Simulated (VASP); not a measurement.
# TaN in VASP: a series of runs

TaN is run at these levels: LDA; tasks: single point.

All numbers are computed with VASP 6.6.1; they aren't measurements. Logs are shortened: lines on timing, memory, paths and dates and some standing lists are left out, and cuts for length are marked.

### Step 1. The cell of the first run

The structure is tetragonal, space group I4mm (No. 107). The conventional cell has a = 3.023 Å, b = 3.023 Å, c = 4.275 Å, α = 90.00°, β = 90.00°, γ = 90.00°. Within 2.7 Å of Ta (site symmetry 4mm) lie 6 N at 2.07 to 2.20 Å. Within 2.7 Å of N (site symmetry 4mm) lie 6 Ta at 2.07 to 2.20 Å.

### Step 2. Single point, LDA

File INCAR:

```
PREC = Accurate ; ENCUT = 520
EDIFF = 1E-7 ; ISMEAR = 0
SIGMA = 0.15 ; LREAL = False
LASPH = True ; NELM = 60
ALGO = Normal ; ISIF = 2
LWAVE = False ; LCHARG = True
LELF = True ; LVHAR = True
NBANDS = 15
```

File KPOINTS:

```
regular mesh
0
Gamma
  18 18 18
```

File POSCAR:

```
TaN
1.0
    0.0000000000      2.1375325951      2.1375325951
    2.1375325951      0.0000000000      2.1375325951
    2.1375325951      2.1375325951      0.0000000000
Ta N
1 1
Direct
    0.4989139126      0.5010860874      0.5010860874
    0.0140304995     -0.0140304995     -0.0140304995
```

Potentials or basis: VASP PAW LDA potentials, release 64 (Ta_pv, N).

On the command line:

```sh
$ cat potpaw_LDA.64/Ta_pv/POTCAR potpaw_LDA.64/N/POTCAR > POTCAR
$ mpirun -np 1 vasp_std > vasp.out
```

OUTCAR:

```text
PREC = Accurate
   ENCUT = 520
   EDIFF = 1E-7
   ISMEAR = 0
   LREAL = False
   LASPH = True
   NELM = 60
   ISIF = 2

 ion  position               nearest neighbor table
   1  0.499  0.501  0.501-   2 2.07   2 2.14   2 2.14   2 2.14   2 2.14   2 2.20
   2  0.014  0.986  0.986-   1 2.07   1 2.14   1 2.14   1 2.14   1 2.14   1 2.20

  LATTYP: Found a face centered cubic cell.
 ALAT       =     4.2750651902

  Lattice vectors:

 A1 = (   0.0000000000,   2.1375325951,   2.1375325951)
 A2 = (   2.1375325951,   0.0000000000,   2.1375325951)
 A3 = (   2.1375325951,   2.1375325951,   0.0000000000)

Analysis of symmetry for initial positions (statically):
=====================================================================
 Subroutine PRICEL returns:
 Original cell was already a primitive cell.

 Routine SETGRP: Setting up the symmetry group for a
 face centered cubic supercell.

 Subroutine GETGRP returns: Found  8 space group operations
 (whereof  8 operations were pure point group operations)
 out of a pool of 48 trial point group operations.

The static configuration has the point symmetry C_4v.

Analysis of symmetry for dynamics (positions and initial velocities):
=====================================================================
 Subroutine PRICEL returns:
 Original cell was already a primitive cell.

 Routine SETGRP: Setting up the symmetry group for a
 face centered cubic supercell.

 Subroutine GETGRP returns: Found  8 space group operations
 (whereof  8 operations were pure point group operations)
 out of a pool of 48 trial point group operations.

The dynamic configuration has the point symmetry C_4v.

 Subroutine INISYM returns: Found  8 space group operations
 (whereof  8 operations are pure point group operations),
 and found     1 'primitive' translations

----------------------------------------------------------------------------------------

                                     Primitive cell

  volume of cell :      19.5330

  direct lattice vectors                    reciprocal lattice vectors
     0.000000000  2.137532595  2.137532595    -0.233914562  0.233914562  0.233914562
     2.137532595  0.000000000  2.137532595     0.233914562 -0.233914562  0.233914562
     2.137532595  2.137532595  0.000000000     0.233914562  0.233914562 -0.233914562

  length of vectors
     3.022927586  3.022927586  3.022927586     0.405151905  0.405151905  0.405151905

  position of ions in fractional coordinates (direct lattice)
     0.498913913  0.501086087  0.501086087
     0.014030500  0.985969500  0.985969500

  ion indices of the primitive-cell ions
   primitive index   ion index
                 1           1
                 2           2

----------------------------------------------------------------------------------------

 KPOINTS: regular mesh

Automatic generation of k-mesh.
 Grid dimensions read from file:
 generate k-points for:   18   18   18

 Generating k-lattice:

  Cartesian coordinates                     Fractional coordinates (reciprocal lattice)
    -0.012995253  0.012995253  0.012995253     0.055555556  0.000000000  0.000000000
     0.012995253 -0.012995253  0.012995253     0.000000000  0.055555556  0.000000000
     0.012995253  0.012995253 -0.012995253     0.000000000  0.000000000  0.055555556

  Length of vectors
     0.022508439  0.022508439  0.022508439

  Shift w.r.t. Gamma in fractional coordinates (k-lattice)
     0.000000000  0.000000000  0.000000000

 Subroutine IBZKPT returns following result:
 ===========================================

 Found    480 irreducible k-points:

 Following reciprocal coordinates:
            Coordinates               Weight
  0.000000  0.000000  0.000000      1.000000
  0.055556  0.000000  0.000000      8.000000
  0.111111  0.000000  0.000000      8.000000
  0.166667  0.000000  0.000000      8.000000
  0.222222  0.000000  0.000000      8.000000
  0.277778  0.000000  0.000000      8.000000
[... 16 lines left out ...]
  0.388889  0.055556  0.000000     16.000000
  0.000000  0.388889  0.055556      8.000000
 [... further k-points ...]
   k-points           NKPTS =    480   k-points in BZ     NKDIM =    480   number of bands    NBANDS=     15
   number of dos      NEDOS =    301   number of ions     NIONS =      2
   total plane-waves  NPLWV =  13824
   dimension x,y,z NGX =    24 NGY =   24 NGZ =   24
   dimension x,y,z NGXF=    48 NGYF=   48 NGZF=   48
   ions per type =               1   1
   NGX,Y,Z   is equivalent  to a cutoff of  13.20, 13.20, 13.20 a.u.
   NGXF,Y,Z  is equivalent  to a cutoff of  26.40, 26.40, 26.40 a.u.
 SYSTEM =  unknown system
   PREC   = accura    normal or accurate (medium, high low for compatibility)
   ISTART =      0    job   : 0-new  1-cont  2-samecut
   ICHARG =      2    charge: 1-file 2-atom 10-const
   ISPIN  =      1    spin polarized calculation?
   LNONCOLLINEAR =      F non collinear calculations
   LSORBIT =      F    spin-orbit coupling
[... 56 lines left out ...]
 Fermi energy:        10.4002695001

 k-point     1 :       0.0000    0.0000    0.0000
  band No.  band energies     occupation
      1     -24.9925      2.00000
      2     -24.9864      2.00000
      3     -24.9864      2.00000
      4      -8.9040      2.00000
      5       6.2403      2.00000
      6       6.2403      2.00000
      7       6.2824      2.00000
      8       8.0264      2.00000
      9       8.1888      2.00000
     10       8.1888      2.00000
     11      10.4269      0.80175
     12      10.5795      0.09109
     13      12.8974      0.00000
     14      19.8984      0.00000
     15      22.0097      0.00000

 k-point     2 :       0.0556    0.0000    0.0000
  band No.  band energies     occupation
      1     -25.0290      2.00000
      2     -24.9934      2.00000
      3     -24.9898      2.00000
      4      -8.8128      2.00000
      5       5.7253      2.00000
      6       5.9617      2.00000
      7       6.1269      2.00000
      8       8.1084      2.00000
      9       8.2802      2.00000
     10       8.3865      2.00000
     11      10.7992      0.00017
     12      10.9373      0.00000
     13      13.1153      0.00000
     14      20.1598      0.00000
     15      22.0096      0.00000

 k-point     3 :       0.1111    0.0000    0.0000
  band No.  band energies     occupation
      1     -25.1426      2.00000
      2     -25.0032      2.00000
      3     -24.9995      2.00000
      4      -8.5477      2.00000
      5       4.8554      2.00000
      6       5.3284      2.00000
      7       5.4691      2.00000
      8       8.4139      2.00000
      9       8.5534      2.00000
     10       8.7088      2.00000
     11      11.7069      0.00000
     12      11.8186      0.00000
     13      13.6965      0.00000
     14      20.9009      0.00000
     15      22.0095      0.00000

 k-point     4 :       0.1667    0.0000    0.0000
  band No.  band energies     occupation
      1     -25.3123      2.00000
      2     -25.0181      2.00000
      3     -25.0144      2.00000
      4      -8.1338      2.00000
      5       3.8507      2.00000
      6       4.6044      2.00000
      7       4.6942      2.00000
      8       8.8379      2.00000
      9       8.9986      2.00000
     10       9.0874      2.00000
     11      12.8706      0.00000
     12      12.9621      0.00000
     13      14.4771      0.00000
     14      21.9798      0.00000
     15      22.0131      0.00000
[... 307 lines left out ...]
 k-point    22 :       0.0000    0.3333    0.0556
  band No.  band energies     occupation
      1     -25.8434      2.00000
      2     -25.0899      2.00000
      3     -25.0699      2.00000
      4      -6.5999      2.00000
      5       1.1459      2.00000
      6       2.9215      2.00000
      7       3.1954      2.00000
      8       9.6583      2.00000
      9      11.1016      0.00000
     10      11.2919      0.00000
     11      15.5974      0.00000
     12      15.7984      0.00000
     13      17.2748      0.00000
     14      21.9996      0.00000
     15      23.6655      0.00000

 k-point    23 :       0.3889    0.0556    0.0000
  band No.  band energies     occupation
      1     -26.0014      2.00000
      2     -25.1046      2.00000
      3     -25.0887      2.00000
      4      -6.0411      2.00000
      5       0.3828      2.00000
      6       2.5360      2.00000
      7       2.7839      2.00000
      8      10.3857      1.10907
      9      11.8393      0.00000
     10      11.9815      0.00000
     11      15.9278      0.00000
     12      16.8610      0.00000
     13      17.9754      0.00000
     14      21.9903      0.00000
     15      23.2854      0.00000

 k-point    24 :       0.0000    0.3889    0.0556
  band No.  band energies     occupation
      1     -26.0021      2.00000
      2     -25.1017      2.00000
      3     -25.0911      2.00000
      4      -6.0394      2.00000
      5       0.3822      2.00000
      6       2.5549      2.00000
      7       2.7603      2.00000
      8      10.4051      0.96345
      9      11.8427      0.00000
     10      11.9821      0.00000
     11      15.8994      0.00000
     12      16.7750      0.00000
     13      18.0736      0.00000
     14      21.9907      0.00000
     15      23.3060      0.00000

 [... further k-points ...]
[... 5 lines left out ...]
  --------------------------------------------------------------------------------------
  -------------------------------------------------------------------------------------
  Total        3.2680592      2.9145297      2.9145297      0.0000000      0.0000000      0.0000000
  in kB      268.0601556    239.0621578    239.0621578      0.0000000      0.0000000      0.0000000
  external PRESSURE =     248.7281570 kB  Pullay stress =       0.0000000 kB

 VOLUME and BASIS-vectors are now :
 -----------------------------------------------------------------------------
  energy-cutoff  :      520.00
  volume of cell :       19.53
      direct lattice vectors                 reciprocal lattice vectors
     0.000000000  2.137532595  2.137532595    -0.233914562  0.233914562  0.233914562
     2.137532595  0.000000000  2.137532595     0.233914562 -0.233914562  0.233914562
     2.137532595  2.137532595  0.000000000     0.233914562  0.233914562 -0.233914562

 POSITION                                       TOTAL-FORCE (eV/Angst)
 -----------------------------------------------------------------------------------
      2.14218      2.13753      2.13753        -0.778051      0.000000      0.000000
      4.21508      2.13753      2.13753         0.778051      0.000000      0.000000
 -----------------------------------------------------------------------------------
    total drift:                                0.000036      0.000000      0.000000

  FREE ENERGIE OF THE ION-ELECTRON SYSTEM (eV)
  ---------------------------------------------------
  free  energy   TOTEN  =       -24.0483907222 eV

  energy  without entropy=      -24.0398451529  energy(sigma->0) =      -24.04411794
```

It took 81 s on 1 thread of AMD EPYC 9R45 (Zen 5), shared host; peak memory 0.22 GiB.

What came out:

| Quantity | Value |
| --- | --- |
| Free energy | -24.0484 eV |
| Pressure | 24.9 GPa |
| Largest force | 0.778 eV/Å |
| Band gap on the k mesh | zero (band 8 reaches 12.53 eV, above the bottom of band 9 at 8.19 eV) |

Forces on the atoms (eV/Å):
```
Ta  -0.778  0.000  0.000
N    0.778  0.000  0.000
```

Caveat: spin-orbit coupling is left out, which moves the levels of the heavy elements.

### Step 3. Single point, LDA

This run uses another cell than the first one, of 10.02 Å³/atom, 1.026 times its volume.

File INCAR:

```
  PREC = Accurate
  ENCUT = 600
  EDIFF = 1E-6
  ISMEAR = 0
  SIGMA = 0.15
  LREAL = False
  LASPH = True
  NELM = 120
  ALGO = Normal
  ISIF = 2
  LWAVE = False
  LCHARG = False
  GGA = CA
  NBANDS = 16
  GGA_COMPAT = False
```

KPOINTS is that of step 2.

File POSCAR:

```
TaN
1.0
    0.0000000000      2.1557928146      2.1557928146
    2.1557928146      0.0000000000      2.1557928146
    2.1557928146      2.1557928146      0.0000000000
Ta N
1 1
Direct
    0.5000000000      0.5000000000      0.5000000000
    0.0000000000      0.0000000000      0.0000000000
```

Potentials or basis: VASP PAW LDA potentials, release 64 (Ta_sv_GW, N).

On the command line:

```sh
$ cat potpaw_LDA.64/Ta_sv_GW/POTCAR potpaw_LDA.64/N/POTCAR > POTCAR
$ mpirun -np 1 vasp_std > vasp.out
```

It took 22 s on 1 thread of Intel Xeon Platinum 8559C (Emerald Rapids), shared host; peak memory 0.2 GiB.

The run converged. Its results:

```yaml
Free_energy: -26.6528 eV
Pressure: 11.5 GPa
Band_gap_on_the_k_mesh: zero (band 9 reaches 16.50 eV, above the bottom of band 10 at 12.13 eV)
```

Levels at points of the mesh, in eV from the Fermi level:
| k point | band 7 | band 8 | band 9 | band 10 | band 11 | band 12 |
| --- | --- | --- | --- | --- | --- | --- |
| (0.00, 0.00, 0.00) | -3.94 | -3.94 | -2.31 | -2.31 | -2.31 | 0.01 |
| (0.50, 0.00, 0.00) | -8.02 | -8.02 | 2.06 | 2.06 | 2.18 | 4.10 |
| (0.50, 0.50, 0.00) | -5.89 | -4.70 | -4.70 | 2.25 | 3.88 | 3.88 |

Caveat: spin-orbit coupling is left out, which moves the levels of the heavy elements.

### Step 4. Single point, LDA

This run uses another cell than the first one, of 11.06 Å³/atom, 1.133 times its volume.

File INCAR:

```
PREC = Accurate
ENCUT = 600
EDIFF = 1E-6
ISMEAR = 0
SIGMA = 0.15
LREAL = F
LASPH = T
NELM = 120
ALGO = Normal
ISIF = 2
LWAVE = F
LCHARG = F
NBANDS = 16
GGA_COMPAT = F
```

File KPOINTS:

```
Automatic mesh
0
Gamma
  18 18 18
```

File POSCAR:

```
TaN
1.0
    0.0000000000      2.2281815418      2.2281815418
    2.2281815418      0.0000000000      2.2281815418
    2.2281815418      2.2281815418      0.0000000000
Ta N
1 1
Direct
    0.5000000000      0.5000000000      0.5000000000
    0.0000000000      0.0000000000      0.0000000000
```

On the command line:

```sh
$ cat potpaw_LDA.64/Ta_sv_GW/POTCAR potpaw_LDA.64/N/POTCAR > POTCAR
$ mpirun -np 1 vasp_std > vasp.out
```

Wall time 52 s (1 thread of AMD EPYC 9R45 (Zen 5), shared host); peak memory 0.2 GiB.

It converged, with:

```yaml
Free_energy: -26.5630 eV
Pressure: -22.7 GPa
Band_gap_on_the_k_mesh: zero (band 9 reaches 14.64 eV, above the bottom of band 10 at 10.85 eV)
```

Levels at points of the mesh, in eV from the Fermi level:
| k point | band 5 | band 6 | band 7 | band 8 | band 9 | band 10 | band 11 | band 12 | band 13 | band 14 |
| --- | --- | --- | --- | --- | --- | --- | --- | --- | --- | --- |
| (0.00, 0.00, 0.00) | -18.27 | -3.66 | -3.66 | -3.66 | -2.02 | -2.02 | -2.02 | -0.01 | -0.01 | 1.37 |
| (0.50, 0.00, 0.00) | -15.40 | -10.00 | -7.28 | -7.28 | 1.76 | 1.76 | 1.86 | 3.79 | 7.09 | 7.09 |
| (0.50, 0.50, 0.00) | -17.02 | -6.45 | -5.20 | -4.47 | -4.47 | 1.93 | 3.31 | 3.31 | 4.20 | 6.32 |

Caveat: spin-orbit coupling is left out, which moves the levels of the heavy elements.

### Step 5. Single point, LDA

This run uses another cell than the first one, of 10.80 Å³/atom, 1.105 times its volume.

File INCAR:

```
SYSTEM = TaN
PREC = Accurate
ENCUT = 600
EDIFF = 1E-6
ISMEAR = 0
SIGMA = 0.15
LREAL = .FALSE.
LASPH = .TRUE.
NELM = 120
ALGO = Normal
ISIF = 2
LWAVE = .FALSE.
LCHARG = .FALSE.
GGA = CA
NBANDS = 16
GGA_COMPAT = .FALSE.
```

File KPOINTS:

```
regular mesh
0
G
  18 18 18
  0 0 0
```

File POSCAR:

```
TaN
1.0
    0.0000000000      2.2101387059      2.2101387059
    2.2101387059      0.0000000000      2.2101387059
    2.2101387059      2.2101387059      0.0000000000
Ta N
1 1
Direct
    0.5000000000      0.5000000000      0.5000000000
    0.0000000000      0.0000000000      0.0000000000
```

On the command line:

```sh
$ cat potpaw_LDA.64/Ta_sv_GW/POTCAR potpaw_LDA.64/N/POTCAR > POTCAR
$ mpirun -np 1 vasp_std > vasp.out
```

Run time: 97 s. Hardware: 1 thread of Intel Xeon Platinum 8259CL at 2.50GHz (Skylake/Cascade Lake), shared host; peak memory 0.22 GiB.

It converged, with:

```yaml
Free_energy: -26.6262 eV
Pressure: -15.7 GPa
Band_gap_on_the_k_mesh: zero (band 9 reaches 15.08 eV, above the bottom of band 10 at 11.16 eV)
```

Levels at points of the mesh, in eV from the Fermi level:
```
           k point  band 7  band 8  band 9  band 10  band 11  band 12
(0.00, 0.00, 0.00)   -3.73   -3.73   -2.09    -2.09    -2.09     0.00
(0.50, 0.00, 0.00)   -7.46   -7.46    1.83     1.83     1.94     3.87
(0.50, 0.50, 0.00)   -5.36   -4.53   -4.53     2.00     3.45     3.45
```

Caveat: spin-orbit coupling is left out, which moves the levels of the heavy elements.

### Step 6. Single point, LDA

This run uses another cell than the first one, of 10.53 Å³/atom, 1.078 times its volume.

File INCAR:

```
ALGO = Normal
EDIFF = 1E-6
ENCUT = 600
GGA = CA
GGA_COMPAT = F
ISIF = 2
ISMEAR = 0
LASPH = T
LCHARG = F
LREAL = F
LWAVE = F
NBANDS = 16
NELM = 120
PREC = Accurate
SIGMA = 0.15
```

File KPOINTS:

```
k-points
0
Gamma
  18 18 18
```

File POSCAR:

```
TaN
1.0
    0.0000000000      2.1918784864      2.1918784864
    2.1918784864      0.0000000000      2.1918784864
    2.1918784864      2.1918784864      0.0000000000
Ta N
1 1
Direct
    0.5000000000      0.5000000000      0.5000000000
    0.0000000000      0.0000000000      0.0000000000
```

Potentials or basis: VASP PAW LDA potentials, release 64 (Ta_sv_GW, N).

On the command line:

```sh
$ cat potpaw_LDA.64/Ta_sv_GW/POTCAR potpaw_LDA.64/N/POTCAR > POTCAR
$ mpirun -np 1 vasp_std > vasp.out
```

Run time: 72 s. Hardware: 1 thread of Intel Xeon Platinum 8488C (Sapphire Rapids), shared host; peak memory 0.22 GiB.

It converged, with:

| Quantity | Value |
| --- | --- |
| Free energy | -26.6642 eV |
| Pressure | -7.6 GPa |
| Band gap on the k mesh | zero (band 9 reaches 15.55 eV, above the bottom of band 10 at 11.48 eV) |

Levels at points of the mesh, in eV from the Fermi level:
| k point | band 7 | band 8 | band 9 | band 10 | band 11 | band 12 |
| --- | --- | --- | --- | --- | --- | --- |
| (0.00, 0.00, 0.00) | -3.80 | -3.80 | -2.16 | -2.16 | -2.16 | 0.00 |
| (0.50, 0.00, 0.00) | -7.64 | -7.64 | 1.91 | 1.91 | 2.01 | 3.94 |
| (0.50, 0.50, 0.00) | -5.53 | -4.59 | -4.59 | 2.08 | 3.59 | 3.59 |

Caveat: spin-orbit coupling is left out, which moves the levels of the heavy elements.

### Step 7. The runs side by side

| potentials or basis | cell | cutoff (eV) | second run | gap on the mesh (eV) | pressure (GPa) |
| --- | --- | --- | --- | --- | --- |
| VASP PAW LDA potentials, release 64 (Ta_pv, N) | a = 3.023 Å, angles 60.0°, 2 atoms | 520 | - | none | 24.9 |
| VASP PAW LDA potentials, release 64 (Ta_sv_GW, N) | a = 3.049 Å, angles 60.0°, 2 atoms | 600 | valence_matched | none | 11.5 |
| VASP PAW LDA potentials, release 64 (Ta_sv_GW, N) | a = 3.151 Å, angles 60.0°, 2 atoms | 600 | valence_matched | none | -22.7 |
| VASP PAW LDA potentials, release 64 (Ta_sv_GW, N) | a = 3.126 Å, angles 60.0°, 2 atoms | 600 | valence_matched | none | -15.7 |
| VASP PAW LDA potentials, release 64 (Ta_sv_GW, N) | a = 3.100 Å, angles 60.0°, 2 atoms | 600 | valence_matched | none | -7.6 |

Alike in all rows: task single point; level LDA; no spin polarisation; k mesh 18 × 18 × 18; smearing gaussian 0.15 eV.

Caveats: spin-orbit coupling is left out, which moves the levels of the heavy elements.

Absolute energies hang on the potentials; compare differences alone.
